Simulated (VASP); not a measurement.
# Cu in VASP: further runs, part 3 of 3

VASP 6.6.1. Earlier steps stand in the parts before.

## (4) Single point, r2SCAN

Input file POSCAR:

```
Cu
1.0
    2.5561910000      0.0000000000      0.0000000000
    1.2780955000      2.2137263429      0.0000000000
    0.0000000000      0.0000000000     16.1742424234
Cu
3
Direct
    0.0000000000      0.0000000000      0.3709601874
    0.6666666667      0.6666666667      0.5000000000
    0.3333333333      0.3333333333      0.6290398126
```

Input file INCAR.step1:

```
SYSTEM = Cu
  ALGO = Normal
  DIPOL = 0.5 0.5 0.500
  EDIFF = 1E-4
  ENCUT = 520
  GGA = PE
  IDIPOL = 3
  ISMEAR = -1
  LASPH = .TRUE.
  LCHARG = .FALSE.
  LDIPOL = .TRUE.
  LREAL = .FALSE.
  LWAVE = .TRUE.
  NBANDS = 24
  NELM = 60
  PREC = Accurate
  SIGMA = 0.02
```

Input file INCAR.step2:

```
SYSTEM = Cu
  ALGO = Normal
  DIPOL = 0.5 0.5 0.500
  EDIFF = 1E-7
  ENCUT = 520
  IDIPOL = 3
  ISIF = 2
  ISMEAR = -1
  ISTART = 1
  LASPH = .TRUE.
  LCHARG = .FALSE.
  LDIPOL = .TRUE.
  LMIXTAU = .TRUE.
  LREAL = .FALSE.
  LWAVE = .FALSE.
  METAGGA = R2SCAN
  NBANDS = 24
  NELM = 60
  PREC = Accurate
  SIGMA = 0.02
```

Input file KPOINTS:

```
k-points
0
G
  9 9 1
  0 0 0
```

Potentials or basis: VASP PAW PBE potentials, release 64 (Cu).

The run is started by

```bash
$ cat potpaw_PBE.64/Cu/POTCAR > POTCAR
$ cp INCAR.step1 INCAR
$ mpirun -np 1 vasp_std > vasp.out
$ cp INCAR.step2 INCAR
$ mpirun -np 1 vasp_std > vasp.out
```

OUTCAR:

```text
SYSTEM = Cu
   EDIFF = 1E-7
   ENCUT = 520
   ISIF = 2
   ISMEAR = -1
   ISTART = 1
   LASPH = .TRUE.
   LREAL = .FALSE.
   METAGGA = R2SCAN
   NELM = 60
   PREC = Accurate

 ion  position               nearest neighbor table
   1  0.000  0.000  0.371-   2 2.56   2 2.56   2 2.56
   2  0.667  0.667  0.500-   3 2.56   3 2.56   1 2.56   1 2.56   1 2.56   3 2.56
   3  0.333  0.333  0.629-   2 2.56   2 2.56   2 2.56

  LATTYP: Found a hexagonal cell.
 ALAT       =     2.5561910000
 C/A-ratio  =     6.3274780420

  Lattice vectors:

 A1 = (  -1.2780955000,  -2.2137263429,   0.0000000000)
 A2 = (   2.5561910000,   0.0000000000,   0.0000000000)
 A3 = (   0.0000000000,   0.0000000000,  16.1742424234)

Analysis of symmetry for initial positions (statically):
=====================================================================
 Subroutine PRICEL returns:
 Original cell was already a primitive cell.

 Routine SETGRP: Setting up the symmetry group for a
 hexagonal supercell.

 Subroutine GETGRP returns: Found 12 space group operations
 (whereof  6 operations were pure point group operations)
 out of a pool of 24 trial point group operations.

The static configuration has the point symmetry C_3v.
 The point group associated with its full space group is D_3d.

Analysis of symmetry for dynamics (positions and initial velocities):
=====================================================================
 Subroutine PRICEL returns:
 Original cell was already a primitive cell.

 Routine SETGRP: Setting up the symmetry group for a
 hexagonal supercell.

 Subroutine GETGRP returns: Found 12 space group operations
 (whereof  6 operations were pure point group operations)
 out of a pool of 24 trial point group operations.

The dynamic configuration has the point symmetry C_3v.
 The point group associated with its full space group is D_3d.

 Subroutine INISYM returns: Found 12 space group operations
 (whereof  6 operations are pure point group operations),
 and found     1 'primitive' translations

----------------------------------------------------------------------------------------

                                     Primitive cell

  volume of cell :      91.5253

  direct lattice vectors                    reciprocal lattice vectors
     2.556191000  0.000000000  0.000000000     0.391207073 -0.225863509  0.000000000
     1.278095500  2.213726343  0.000000000     0.000000000  0.451727018  0.000000000
     0.000000000  0.000000000 16.174242423     0.000000000  0.000000000  0.061826698

  length of vectors
     2.556191000  2.556191000 16.174242423     0.451727018  0.451727018  0.061826698

  position of ions in fractional coordinates (direct lattice)
     0.000000000  0.000000000  0.370960187
     0.666666667  0.666666667  0.500000000
     0.333333333  0.333333333  0.629039813

  ion indices of the primitive-cell ions
   primitive index   ion index
                 1           1
                 2           2
                 3           3

----------------------------------------------------------------------------------------

 KPOINTS: k-points

Automatic generation of k-mesh.
 Grid dimensions read from file:
[... 25 lines left out ...]
  0.333333  0.000000  0.000000      6.000000
  0.444444  0.000000  0.000000      6.000000
  0.222222  0.111111  0.000000      6.000000
  0.333333  0.111111  0.000000     12.000000
  0.444444  0.111111  0.000000     12.000000
 -0.444444  0.111111  0.000000      6.000000
  0.444444  0.222222  0.000000      6.000000
 -0.444444  0.222222  0.000000     12.000000
 -0.333333  0.333333  0.000000      2.000000
   k-points           NKPTS =     12   k-points in BZ     NKDIM =     12   number of bands    NBANDS=     24
   number of dos      NEDOS =    301   number of ions     NIONS =      3
   total plane-waves  NPLWV =  48000
   dimension x,y,z NGX =    20 NGY =   20 NGZ =  120
   dimension x,y,z NGXF=    40 NGYF=   40 NGZF=  240
   ions per type =               3
   NGX,Y,Z   is equivalent  to a cutoff of  13.01, 13.01, 12.33 a.u.
   NGXF,Y,Z  is equivalent  to a cutoff of  26.01, 26.01, 24.67 a.u.
 SYSTEM =  Cu
   PREC   = accura    normal or accurate (medium, high low for compatibility)
   ISTART =      1    job   : 0-new  1-cont  2-samecut
   ICHARG =      0    charge: 1-file 2-atom 10-const
   ISPIN  =      1    spin polarized calculation?
   LNONCOLLINEAR =      F non collinear calculations
   LSORBIT =      F    spin-orbit coupling
   LASPH  =      T    aspherical Exc in radial PAW
   ENCUT  =  520.0 eV  38.22 Ry    6.18 a.u.   4.75  4.75 30.07*2*pi/ulx,y,z
   NELM   =     60;   NELMIN=  2; NELMDL=  0     # of ELM steps
   EDIFF  = 0.1E-06   stopping-criterion for ELM
   LREAL  =      F    real-space projection
   EDIFFG = 0.1E-05   stopping-criterion for IOM
   NSW    =      0    number of steps for IOM
   IBRION =     -1    ionic relax: 0-MD 1-quasi-New 2-CG
   NFREE  =      0    steps in history (QN), initial steepest desc. (CG)
   ISIF   =      2    stress and relaxation
   ISYM   =      2    0-nonsym 1-usesym 2-fastsym
   POTIM  = 0.5000    time-step for ionic-motion
   TEBEG  =    0.0;   TEEND  =   0.0 temperature during run
   PSTRESS=    0.0 pullay stress
   NELECT =      33.0000    total number of electrons
   NUPDOWN=      -1.0000    fix difference up-down
   EMIN   =  10.00;   EMAX   =-10.00  energy-range for DOS
   EFERMI =   0.00;   METHOD = LEGACY
   ISMEAR =    -1;   SIGMA  =   0.02  broadening in eV -4-tet -1-fermi 0-gaus
   EFERMI_NEDOS =   21; number of points for ismear=-14 and -15
   IALGO  =     38    algorithm
   IMIX   =      4    mixing-type and parameters
     AMIX     =   0.40;   BMIX     =  1.00
     AMIX_MAG =   1.60;   BMIX_MAG =  1.00
  volume/ion in A,a.u.               =      30.51       205.88
  Fermi-wavevector in a.u.,A,eV,Ry     =   1.165196  2.201902 18.472390  1.357682
  Thomas-Fermi vector in A             =   2.301725
   LORBIT       =      0    0 simple, 1 ext, 2 COOP (PROOUT), +10 PAW based schemes
   METAGGA = R2SCAN    functional components
   LHFCALC =     F    Hartree Fock is set to
   AEXX    =    0.0000 exact exchange contribution
   IVDW    =     0    specifies the selected vdW correction
   LEPSILON=     F    determine dielectric tensor
   LRPA    =     F    only Hartree local field effects (RPA)
 non-spin polarized calculation
  energy-cutoff  :      520.00
  volume of cell :       91.53
 maximum number of plane-waves:      2509
   NGX =  9   NGY =  9   NGZ = 61

 number of electron      32.9999997 magnetization

 dipolmoment           0.000000      0.000000     -0.000001 electrons x Angstroem

 Free energy of the ion-electron system (eV)
  ---------------------------------------------------
  ext. energy  EPLUGINS =         0.00000000
  ---------------------------------------------------
  free energy    TOTEN  =       -31.34827120 eV

  energy without entropy =      -31.34077763  energy(sigma->0) =      -31.34452441

 E-fermi :  -0.0466     XC(G=0):  -6.3199

 val. band max:       -0.0574198150   @ k =   0.2222   0.0000   0.0000
 cond. band min:      -0.0346971421   @ k =   0.4444   0.1111   0.0000
 fundamental gap:      0.0227226729
 Fermi energy:        -0.0465623749

 k-point     1 :       0.0000    0.0000    0.0000
  band No.  band energies     occupation
      1      -8.9826      2.00000
      2      -6.9669      2.00000
      3      -5.4203      2.00000
      4      -3.2065      2.00000
      5      -3.1595      2.00000
      6      -3.1593      2.00000
[... 313 lines left out ...]
     23       8.5228      0.00000
     24       9.6596      0.00000

------------------------ aborting loop because EDIFF is reached ----------------------------------------

 vacuum level on the upper side and lower side of the slab       (xc-potential included)        -0.015        -0.016

  FORCE on cell =-STRESS in cart. coord.  units (eV):
  Direction    XX          YY          ZZ          XY          YZ          ZX
  --------------------------------------------------------------------------------------
  -------------------------------------------------------------------------------------
  Total       -2.3586166     -2.3586166     -0.8732951      0.0000000      0.0000000      0.0000000
  in kB      -41.2882755    -41.2882755    -15.2872867      0.0000000      0.0000000      0.0000000
  external PRESSURE =     -32.6212792 kB  Pullay stress =       0.0000000 kB

 VOLUME and BASIS-vectors are now :
 -----------------------------------------------------------------------------
  energy-cutoff  :      520.00
  volume of cell :       91.53
      direct lattice vectors                 reciprocal lattice vectors
     2.556191000  0.000000000  0.000000000     0.391207073 -0.225863509  0.000000000
     1.278095500  2.213726343  0.000000000     0.000000000  0.451727018  0.000000000
     0.000000000  0.000000000 16.174242423     0.000000000  0.000000000  0.061826698

 POSITION                                       TOTAL-FORCE (eV/Angst)
 -----------------------------------------------------------------------------------
      0.00000      0.00000      6.00000         0.000000      0.000000      0.209179
      2.55619      1.47582      8.08712         0.000000     -0.000000     -0.000000
      1.27810      0.73791     10.17424        -0.000000     -0.000000     -0.209179
 -----------------------------------------------------------------------------------
    total drift:                                0.000001      0.000000     -0.000650

  FREE ENERGIE OF THE ION-ELECTRON SYSTEM (eV)
  ---------------------------------------------------
  free  energy   TOTEN  =       -31.3482711986 eV

  energy  without entropy=      -31.3407776305  energy(sigma->0) =      -31.34452441

 vacuum level on the upper side and lower side of the slab         4.836         4.836
```

It took 3.6 min on 1 thread of Intel Xeon Platinum 8259CL at 2.50GHz (Skylake/Cascade Lake), shared host; peak memory 0.22 GiB.

Results:

```
Free energy            : -31.3483 eV
Largest force          : 0.209 eV/Å
Band gap on the k mesh : zero (an odd number of electrons rules out a gap without spin polarisation)
```

Forces on the atoms (eV/Å):
```
Cu   0.000  0.000  0.209
Cu   0.000  0.000  0.000
Cu   0.000  0.000 -0.209
```

Caveat: the PAW data sets were made with another functional, which shifts forces and pressure a little.

## (5) Single point, r2SCAN

POSCAR is that of step 4.

Input file INCAR.step1:

```
  PREC = Accurate
  ENCUT = 520
  ISMEAR = -1
  SIGMA = 0.02
  LREAL = F
  LASPH = T
  NELM = 60
  LDIPOL = T
  IDIPOL = 3
  DIPOL = 0.5 0.5 0.500
  EFIELD = -0.05
  NBANDS = 24
  GGA = PE
  ALGO = Normal
  EDIFF = 1E-4
  LWAVE = T
  LCHARG = F
```

Input file INCAR.step2:

```
  PREC = Accurate
  ENCUT = 520
  EDIFF = 1E-6
  ISMEAR = -1
  SIGMA = 0.02
  LREAL = F
  LASPH = T
  NELM = 60
  ALGO = Normal
  ISIF = 2
  LWAVE = F
  LCHARG = T
  LDIPOL = T
  IDIPOL = 3
  DIPOL = 0.5 0.5 0.500
  METAGGA = R2SCAN
  LMIXTAU = T
  LELF = T
  LVHAR = T
  LVACPOTAV = T
  EFIELD = -0.05
  NBANDS = 24
  ISTART = 1
```

Input file KPOINTS:

```
Automatic mesh
0
Gamma
  9 9 1
```

The run is started by

```bash
$ cat potpaw_PBE.64/Cu/POTCAR > POTCAR
$ cp INCAR.step1 INCAR
$ mpirun -np 1 vasp_std > vasp.out
$ cp INCAR.step2 INCAR
$ mpirun -np 1 vasp_std > vasp.out
```

It took 2.8 min on 1 thread of Intel Xeon Platinum 8259CL at 2.50GHz (Skylake/Cascade Lake), shared host; peak memory 0.22 GiB.

Results (log left out):

```yaml
Free_energy: -31.3486 eV
Largest_force: 0.208 eV/Å
Band_gap_on_the_k_mesh: zero (an odd number of electrons rules out a gap without spin polarisation)
```

Forces on the atoms (eV/Å):
```
Cu   0.000  0.000  0.208
Cu   0.000  0.000  0.000
Cu   0.000  0.000 -0.208
```

Levels at points of the mesh, in eV from the Fermi level:
| k point | band 14 | band 15 | band 16 | band 17 | band 18 | band 19 |
| --- | --- | --- | --- | --- | --- | --- |
| (0.00, 0.00, 0.00) | -1.96 | -1.96 | -1.75 | -1.75 | -1.57 | -0.08 |

Caveat: the PAW data sets were made with another functional, which shifts forces and pressure a little.

## (6) Single point, r2SCAN

POSCAR is that of step 5.

Input file INCAR.step1:

```
  PREC = Accurate
  ENCUT = 520
  ISMEAR = -1
  SIGMA = 0.02
  LREAL = False
  LASPH = True
  NELM = 100
  LDIPOL = True
  IDIPOL = 3
  DIPOL = 0.5 0.5 0.500
  NBANDS = 24
  EFIELD = -0.1
  GGA = PE
  ALGO = Normal
  EDIFF = 1E-4
  LWAVE = True
  LCHARG = False
```

Input file INCAR.step2:

```
  PREC = Accurate
  ENCUT = 520
  EDIFF = 1E-6
  ISMEAR = -1
  SIGMA = 0.02
  LREAL = False
  LASPH = True
  NELM = 100
  ALGO = Normal
  ISIF = 2
  LWAVE = False
  LCHARG = True
  LDIPOL = True
  IDIPOL = 3
  DIPOL = 0.5 0.5 0.500
  METAGGA = R2SCAN
  LMIXTAU = True
  LELF = True
  LVHAR = True
  LVACPOTAV = True
  NBANDS = 24
  EFIELD = -0.1
  ISTART = 1
```

Input file KPOINTS:

```
regular mesh
0
Gamma
  9 9 1
```

Potentials or basis: VASP PAW PBE potentials, release 64 (Cu).

The run is started by

```bash
$ cat potpaw_PBE.64/Cu/POTCAR > POTCAR
$ cp INCAR.step1 INCAR
$ mpirun -np 1 vasp_std > vasp.out
$ cp INCAR.step2 INCAR
$ mpirun -np 1 vasp_std > vasp.out
```

Wall time 4.2 min (1 thread of Intel Xeon Platinum 8259CL at 2.50GHz (Skylake/Cascade Lake), shared host); peak memory 0.21 GiB.

Results (log left out):

```
Free energy            : -31.3494 eV
Largest force          : 0.209 eV/Å
Band gap on the k mesh : zero (an odd number of electrons rules out a gap without spin polarisation)
```

Forces in eV/Å, atoms in the order of the input:
```
Cu   0.000  0.000  0.208
Cu   0.000  0.000  0.001
Cu   0.000  0.000 -0.209
```

Levels at points of the mesh, in eV from the Fermi level:
```
           k point  band 12  band 13  band 14  band 15  band 16  band 17  band 18  band 19  band 20  band 21
(0.00, 0.00, 0.00)    -2.28    -2.28    -1.96    -1.96    -1.75    -1.75    -1.57    -0.08     4.41     5.52
```

Caveat: the PAW data sets were made with another functional, which shifts forces and pressure a little.

## (7) Summary

```tsv
electric field (eV/Å)	gap on the mesh (eV)	largest force (eV/Å)
0.1 eV/Å	none	0.21
0.05 eV/Å	none	0.21
-	none	0.21
-0.05 eV/Å	none	0.21
-0.1 eV/Å	none	0.21
```

Alike in all rows: task single point; level r2SCAN; potentials or basis VASP PAW PBE potentials, release 64 (Cu); no spin polarisation; cell as given; k mesh 9 × 9 × 1; cutoff (eV) 520; smearing fermi-dirac 0.02 eV.

Caveats: the PAW data sets were made with another functional, which shifts forces and pressure a little.

Absolute energies hang on the potentials; compare differences alone.
